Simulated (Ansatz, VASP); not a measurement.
## Two plane-wave programs on AlAs

```
CELL_PARAMETERS angstrom
0.00000 2.79215 2.79215
2.79215 0.00000 2.79215
2.79215 2.79215 0.00000
ATOMIC_POSITIONS crystal
Al 0.00000 0.00000 0.00000
As 0.25000 0.25000 0.25000
```

Alike in both runs: task single point; functional PBE; k mesh 6 × 6 × 6; no spin polarisation.

```csv
,VASP,Ansatz
version,VASP 6.6.1,Ansatz 0.2.0
potentials or method,"VASP PAW PBE potentials, release 64 (Al, As), cutoff 500 eV","plane waves, PAW"
occupations,"gaussian, width 0.01 eV",fixed
valence electrons in the cell,8,18
```

Ansatz gave:

- pressure (GPa): 6.1

Estimate VASP's values.

pressure (GPa): 6.3.

VASP's potentials hold 8 valence electrons a cell and Ansatz's 18, so a difference there can come from the potentials and not from the codes.
